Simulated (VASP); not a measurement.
# ZrB2 (P6/mmm) in VASP: a series of runs

The runs below take ZrB2 through single point, with r2SCAN.

Program: VASP 6.6.1. These are calculated values, not measurements. Logs are shortened: lines on timing, memory, paths and dates and some standing lists are left out, and cuts for length are marked.

## 1. The cell of the first run

It takes space group P6/mmm (No. 191, hexagonal). The conventional cell has a = 3.170 Å, b = 3.170 Å, c = 3.533 Å, α = 90.00°, β = 90.00°, γ = 120.00°. Within 3.6 Å of Zr (site symmetry 6/mmm) lie 12 B at 2.54 Å and 8 Zr at 3.17 to 3.53 Å. Within 2.4 Å of B (site symmetry -6m2) lie 3 B at 1.83 Å.

## 2. Single point, r2SCAN

Contents of POSCAR:

```
ZrB2
1.0
    3.1700000000      0.0000000000      0.0000000000
   -1.5850000000      2.7453005300      0.0000000000
    0.0000000000      0.0000000000      3.5330000000
Zr B
1 2
Direct
    0.0000000000      0.0000000000      0.0000000000
    0.3333333333      0.6666666667      0.5000000000
    0.6666666667      0.3333333333      0.5000000000
```

Contents of INCAR.step1:

```
ALGO = Normal ; EDIFF = 1E-4
ENCUT = 520 ; GGA = PE
ISMEAR = 0 ; LASPH = True
LCHARG = False ; LREAL = False
LWAVE = True ; NBANDS = 16
NELM = 60 ; PREC = Accurate
SIGMA = 0.25
```

Contents of INCAR.step2:

```
ALGO = Normal ; EDIFF = 1E-6
ENCUT = 520 ; ISIF = 2
ISMEAR = 0 ; ISTART = 1
LASPH = True ; LCHARG = False
LMIXTAU = True ; LREAL = False
LWAVE = False ; METAGGA = R2SCAN
NBANDS = 16 ; NELM = 60
PREC = Accurate ; SIGMA = 0.25
```

Contents of KPOINTS:

```
k-points
0
Gamma
  11 11 9
```

Potentials or basis: VASP PAW PBE potentials, release 64 (Zr_sv, B).

Started as:

```sh
cat potpaw_PBE.64/Zr_sv/POTCAR potpaw_PBE.64/B/POTCAR > POTCAR
cp INCAR.step1 INCAR
mpirun -np 1 vasp_std > vasp.out
cp INCAR.step2 INCAR
mpirun -np 1 vasp_std > vasp.out
```

OUTCAR:

```text
EDIFF = 1E-6
   ENCUT = 520
   ISIF = 2
   ISMEAR = 0
   ISTART = 1
   LASPH = True
   LREAL = False
   METAGGA = R2SCAN
   NELM = 60
   PREC = Accurate

 ion  position               nearest neighbor table
   1  0.000  0.000  0.000-   2 2.54   3 2.54   2 2.54   3 2.54   3 2.54   3 2.54   2 2.54   2 2.54
                             3 2.54   3 2.54   2 2.54   2 2.54
   2  0.333  0.667  0.500-   3 1.83   3 1.83   3 1.83   1 2.54   1 2.54   1 2.54   1 2.54   1 2.54
                             1 2.54
   3  0.667  0.333  0.500-   2 1.83   2 1.83   2 1.83   1 2.54   1 2.54   1 2.54   1 2.54   1 2.54
                             1 2.54

  LATTYP: Found a hexagonal cell.
 ALAT       =     3.1700000000
 C/A-ratio  =     1.1145110410

  Lattice vectors:

 A1 = (   3.1700000000,   0.0000000000,   0.0000000000)
 A2 = (  -1.5850000000,   2.7453005300,   0.0000000000)
 A3 = (   0.0000000000,   0.0000000000,   3.5330000000)

Analysis of symmetry for initial positions (statically):
=====================================================================
 Subroutine PRICEL returns:
 Original cell was already a primitive cell.

 Routine SETGRP: Setting up the symmetry group for a
 hexagonal supercell.

 Subroutine GETGRP returns: Found 24 space group operations
 (whereof 24 operations were pure point group operations)
 out of a pool of 24 trial point group operations.

The static configuration has the point symmetry D_6h.

Analysis of symmetry for dynamics (positions and initial velocities):
=====================================================================
 Subroutine PRICEL returns:
 Original cell was already a primitive cell.

 Routine SETGRP: Setting up the symmetry group for a
 hexagonal supercell.

 Subroutine GETGRP returns: Found 24 space group operations
 (whereof 24 operations were pure point group operations)
 out of a pool of 24 trial point group operations.

The dynamic configuration has the point symmetry D_6h.

 Subroutine INISYM returns: Found 24 space group operations
 (whereof 24 operations are pure point group operations),
 and found     1 'primitive' translations

----------------------------------------------------------------------------------------

                                     Primitive cell

  volume of cell :      30.7463

  direct lattice vectors                    reciprocal lattice vectors
     3.170000000  0.000000000  0.000000000     0.315457413  0.182129422  0.000000000
    -1.585000000  2.745300530  0.000000000     0.000000000  0.364258845  0.000000000
     0.000000000  0.000000000  3.533000000     0.000000000  0.000000000  0.283045570

  length of vectors
     3.170000000  3.170000000  3.533000000     0.364258845  0.364258845  0.283045570

  position of ions in fractional coordinates (direct lattice)
     0.000000000  0.000000000  0.000000000
     0.333333333  0.666666667  0.500000000
     0.666666667  0.333333333  0.500000000

  ion indices of the primitive-cell ions
   primitive index   ion index
                 1           1
                 2           2
                 3           3

----------------------------------------------------------------------------------------

 KPOINTS: k-points

Automatic generation of k-mesh.
 Grid dimensions read from file:
 generate k-points for:   11   11    9

 Generating k-lattice:

  Cartesian coordinates                     Fractional coordinates (reciprocal lattice)
     0.028677947  0.016557220  0.000000000     0.090909091  0.000000000  0.000000000
     0.000000000  0.033114440  0.000000000     0.000000000  0.090909091  0.000000000
     0.000000000  0.000000000  0.031449508     0.000000000  0.000000000  0.111111111

  Length of vectors
     0.033114440  0.033114440  0.031449508

  Shift w.r.t. Gamma in fractional coordinates (k-lattice)
     0.000000000  0.000000000  0.000000000

 Subroutine IBZKPT returns following result:
 ===========================================

 Found     80 irreducible k-points:

 Following reciprocal coordinates:
            Coordinates               Weight
  0.000000  0.000000  0.000000      1.000000
  0.090909 -0.000000  0.000000      6.000000
  0.181818  0.000000  0.000000      6.000000
  0.272727  0.000000  0.000000      6.000000
  0.363636  0.000000  0.000000      6.000000
  0.454545  0.000000  0.000000      6.000000
[... 16 lines left out ...]
  0.090909  0.090909  0.111111     12.000000
  0.181818  0.090909  0.111111     24.000000
 [... further k-points ...]
   k-points           NKPTS =     80   k-points in BZ     NKDIM =     80   number of bands    NBANDS=     16
   number of dos      NEDOS =    301   number of ions     NIONS =      3
   total plane-waves  NPLWV =  16128
   dimension x,y,z NGX =    24 NGY =   24 NGZ =   28
   dimension x,y,z NGXF=    48 NGYF=   48 NGZF=   56
   ions per type =               1   2
   NGX,Y,Z   is equivalent  to a cutoff of  12.59, 12.59, 13.18 a.u.
   NGXF,Y,Z  is equivalent  to a cutoff of  25.17, 25.17, 26.35 a.u.
 SYSTEM =  unknown system
   PREC   = accura    normal or accurate (medium, high low for compatibility)
   ISTART =      1    job   : 0-new  1-cont  2-samecut
   ICHARG =      0    charge: 1-file 2-atom 10-const
   ISPIN  =      1    spin polarized calculation?
   LNONCOLLINEAR =      F non collinear calculations
   LSORBIT =      F    spin-orbit coupling
   LASPH  =      T    aspherical Exc in radial PAW
   ENCUT  =  520.0 eV  38.22 Ry    6.18 a.u.   5.89  5.89  6.57*2*pi/ulx,y,z
   NELM   =     60;   NELMIN=  2; NELMDL=  0     # of ELM steps
   EDIFF  = 0.1E-05   stopping-criterion for ELM
   LREAL  =      F    real-space projection
   EDIFFG = 0.1E-04   stopping-criterion for IOM
   NSW    =      0    number of steps for IOM
   IBRION =     -1    ionic relax: 0-MD 1-quasi-New 2-CG
   NFREE  =      0    steps in history (QN), initial steepest desc. (CG)
   ISIF   =      2    stress and relaxation
   ISYM   =      2    0-nonsym 1-usesym 2-fastsym
   POTIM  = 0.5000    time-step for ionic-motion
   TEBEG  =    0.0;   TEEND  =   0.0 temperature during run
   PSTRESS=    0.0 pullay stress
   NELECT =      18.0000    total number of electrons
   NUPDOWN=      -1.0000    fix difference up-down
   EMIN   =  10.00;   EMAX   =-10.00  energy-range for DOS
   EFERMI =   0.00;   METHOD = LEGACY
   ISMEAR =     0;   SIGMA  =   0.25  broadening in eV -4-tet -1-fermi 0-gaus
   EFERMI_NEDOS =   21; number of points for ismear=-14 and -15
   IALGO  =     38    algorithm
   IMIX   =      4    mixing-type and parameters
     AMIX     =   0.40;   BMIX     =  1.00
     AMIX_MAG =   1.60;   BMIX_MAG =  1.00
  volume/ion in A,a.u.               =      10.25        69.16
  Fermi-wavevector in a.u.,A,eV,Ry     =   1.369519  2.588016 25.518847  1.875582
  Thomas-Fermi vector in A             =   2.495387
   LORBIT       =      0    0 simple, 1 ext, 2 COOP (PROOUT), +10 PAW based schemes
   METAGGA = R2SCAN    functional components
   LHFCALC =     F    Hartree Fock is set to
   AEXX    =    0.0000 exact exchange contribution
   IVDW    =     0    specifies the selected vdW correction
   LEPSILON=     F    determine dielectric tensor
   LRPA    =     F    only Hartree local field effects (RPA)
 non-spin polarized calculation
 Gauss-broadening in eV      SIGMA  =   0.25
  energy-cutoff  :      520.00
  volume of cell :       30.75
 maximum number of plane-waves:       841
 NGX is ok and might be reduce to    24
   NGX = 11   NGY = 11   NGZ = 13

 number of electron      18.0000000 magnetization

 Free energy of the ion-electron system (eV)
  ---------------------------------------------------
  ext. energy  EPLUGINS =         0.00000000
  ---------------------------------------------------
  free energy    TOTEN  =       -40.64254305 eV

  energy without entropy =      -40.63695601  energy(sigma->0) =      -40.63974953

 E-fermi :  10.5996     XC(G=0): -13.3754

 val. band max:       10.5837976733   @ k =   0.2727   0.1818   0.0000
 cond. band min:      10.8297804150   @ k =   0.0909  -0.0000   0.3333
 fundamental gap:      0.2459827417
 Fermi energy:        10.5996459174

 k-point     1 :       0.0000    0.0000    0.0000
  band No.  band energies     occupation
      1     -39.7641      2.00000
      2     -17.2583      2.00000
      3     -16.6853      2.00000
      4     -16.6853      2.00000
      5      -2.9938      2.00000
      6       7.8591      2.00000
[... 8 lines left out ...]
     15      15.9883      0.00000
     16      15.9883      0.00000

 k-point     2 :       0.0909   -0.0000    0.0000
  band No.  band energies     occupation
      1     -39.7543      2.00000
      2     -17.2438      2.00000
      3     -16.7696      2.00000
      4     -16.7032      2.00000
      5      -2.8184      2.00000
      6       7.3275      2.00000
[... 8 lines left out ...]
     15      16.6736      0.00000
     16      17.1151      0.00000

 k-point     3 :       0.1818    0.0000    0.0000
  band No.  band energies     occupation
      1     -39.7280      2.00000
      2     -17.2046      2.00000
      3     -16.9900      2.00000
      4     -16.7511      2.00000
      5      -2.3153      2.00000
      6       6.1219      2.00000
[... 8 lines left out ...]
     15      17.7976      0.00000
     16      18.1596      0.00000

 k-point     4 :       0.2727    0.0000    0.0000
  band No.  band energies     occupation
      1     -39.6932      2.00000
      2     -17.2672      2.00000
      3     -17.1527      2.00000
      4     -16.8130      2.00000
      5      -1.5390      2.00000
      6       4.7134      2.00000
[... 8 lines left out ...]
     15      18.4456      0.00000
     16      20.4121      0.00000
[... 324 lines left out ...]
 k-point    22 :       0.4545    0.0000    0.1111
  band No.  band energies     occupation
      1     -39.6396      2.00000
      2     -17.6447      2.00000
      3     -17.1124      2.00000
      4     -16.8975      2.00000
      5       0.6241      2.00000
      6       1.8668      2.00000
[... 8 lines left out ...]
     15      18.9023      0.00000
     16      21.2629      0.00000

 k-point    23 :       0.0909    0.0909    0.1111
  band No.  band energies     occupation
      1     -39.7339      2.00000
      2     -17.2618      2.00000
      3     -16.9116      2.00000
      4     -16.7379      2.00000
      5      -2.3155      2.00000
      6       6.6046      2.00000
[... 8 lines left out ...]
     15      17.4343      0.00000
     16      17.5394      0.00000

 k-point    24 :       0.1818    0.0909    0.1111
  band No.  band energies     occupation
      1     -39.7034      2.00000
      2     -17.2159      2.00000
      3     -17.1437      2.00000
      4     -16.8055      2.00000
      5      -1.7070      2.00000
      6       5.3592      2.00000
[... 8 lines left out ...]
     15      18.1331      0.00000
     16      19.1706      0.00000

 [... further k-points ...]
[... 5 lines left out ...]
  --------------------------------------------------------------------------------------
  -------------------------------------------------------------------------------------
  Total        0.0266592      0.0266592      0.4387077      0.0000000     -0.0000000     -0.0000000
  in kB        1.3892006      1.3892006     22.8608843      0.0000000     -0.0000000     -0.0000000
  external PRESSURE =       8.5464285 kB  Pullay stress =       0.0000000 kB

 VOLUME and BASIS-vectors are now :
 -----------------------------------------------------------------------------
  energy-cutoff  :      520.00
  volume of cell :       30.75
      direct lattice vectors                 reciprocal lattice vectors
     3.170000000  0.000000000  0.000000000     0.315457413  0.182129422  0.000000000
    -1.585000000  2.745300530  0.000000000     0.000000000  0.364258845  0.000000000
     0.000000000  0.000000000  3.533000000     0.000000000  0.000000000  0.283045570

 POSITION                                       TOTAL-FORCE (eV/Angst)
 -----------------------------------------------------------------------------------
      0.00000      0.00000      0.00000        -0.000000      0.000000      0.000000
     -0.00000      1.83020      1.76650        -0.000000      0.000000      0.000000
      1.58500      0.91510      1.76650         0.000000     -0.000000      0.000000
 -----------------------------------------------------------------------------------
    total drift:                               -0.000000      0.000000     -0.000000

  FREE ENERGIE OF THE ION-ELECTRON SYSTEM (eV)
  ---------------------------------------------------
  free  energy   TOTEN  =       -40.6425430467 eV

  energy  without entropy=      -40.6369560130  energy(sigma->0) =      -40.63974953
```

Wall time 1.8 min (1 thread of Intel Xeon 8259CL, shared host); peak memory 0.18 GiB.

What came out:

| Item | Value |
| --- | --- |
| Free energy | -40.6425 eV |
| Pressure | 0.9 GPa |
| Band gap on the k mesh | zero (bands 9 and 10 overlap by 1.30 eV) |

Caveat: the PAW data sets were made with another functional, which shifts forces and pressure a little.

## 3. Single point, r2SCAN

POSCAR is that of step 2.

Contents of INCAR.step1:

```
SYSTEM = ZrB2
ALGO = Normal ; EDIFF = 1E-4
ENCUT = 520 ; GGA = PE
ISMEAR = 0 ; LASPH = .True.
LCHARG = .False. ; LREAL = .False.
LWAVE = .True. ; NBANDS = 16
NELM = 80 ; PREC = Accurate
SIGMA = 0.15
```

Contents of INCAR.step2:

```
SYSTEM = ZrB2
ALGO = Normal ; EDIFF = 1E-6
ENCUT = 520 ; ISIF = 2
ISMEAR = 0 ; ISTART = 1
LASPH = .True. ; LCHARG = .False.
LMIXTAU = .True. ; LREAL = .False.
LWAVE = .False. ; METAGGA = R2SCAN
NBANDS = 16 ; NELM = 80
PREC = Accurate ; SIGMA = 0.15
```

Contents of KPOINTS:

```
k-points
0
Gamma
  11 11 9
  0 0 0
```

Potentials or basis: VASP PAW PBE potentials, release 64 (Zr_sv, B).

Started as:

```sh
cat potpaw_PBE.64/Zr_sv/POTCAR potpaw_PBE.64/B/POTCAR > POTCAR
cp INCAR.step1 INCAR
mpirun -np 1 vasp_std > vasp.out
cp INCAR.step2 INCAR
mpirun -np 1 vasp_std > vasp.out
```

Run time: 2.3 min. Hardware: 1 thread of Intel Xeon 8259CL, shared host; peak memory 0.18 GiB.

Results (log left out):

```
Free energy            : -40.6409 eV
Pressure               : 0.8 GPa
Band gap on the k mesh : zero (bands 9 and 10 overlap by 1.30 eV)
```

Stress tensor (GPa, compression positive):
```
0.12 0.00 0.00
0.00 0.12 0.00
0.00 0.00 2.28
```

Levels at points of the mesh, in eV from the Fermi level:
| k point | band 7 | band 8 | band 9 | band 10 | band 11 | band 12 |
| --- | --- | --- | --- | --- | --- | --- |
| (0.00, 0.00, 0.00) | -2.72 | -2.61 | -2.54 | 3.68 | 3.68 | 4.50 |

Caveat: the PAW data sets were made with another functional, which shifts forces and pressure a little.

(Part 1 of 2 ends here.)
